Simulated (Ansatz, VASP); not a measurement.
Two plane-wave programs on Ta2F

```xyz
6
Lattice="2.9352 0.0000 0.0000 -1.4676 2.5420 0.0000 0.0000 0.0000 13.2409" Properties=species:S:1:pos:R:3 pbc="T T T"
Ta    0.0000    0.0000    3.7735
Ta    0.0000    0.0000    9.4674
Ta    0.0000    1.6946    1.2599
Ta    1.4676    0.8473   11.9810
F     1.4676    0.8473    5.2123
F     0.0000    1.6946    8.0286
```

Alike in both runs: functional PBE; k mesh 6 × 6 × 2; occupations gaussian, width 0.2 eV; no spin polarisation.

Ansatz relaxed the structure, and its values are those at the end. VASP's run is a single point on that final structure, the one shown.

```csv
,VASP,Ansatz
version,VASP 6.6.1,Ansatz 0.2.0
potentials or method,"VASP PAW PBE potentials, release 64 (Ta_pv, F), cutoff 520 eV","scalar-relativistic, plane waves, PAW"
valence electrons in the cell,58,66
```

Ansatz gave:

```
gap on the k mesh at the Fermi level (eV) : none
pressure (GPa)                            : 0.3
rms of the force components (eV/Å)        : 0.021
```

Which values does VASP return?

gap on the k mesh at the Fermi level (eV): none; pressure (GPa): 0.4; rms of the force components (eV/Å): 0.039.

A gap of «none» marks a metal or a gap that the smearing closes. VASP's potentials hold 58 valence electrons a cell and Ansatz's 66, so a difference there can come from the potentials and not from the codes.

The k mesh is coarse, so the values compare programs but aren't converged. Spin-orbit coupling is off throughout.
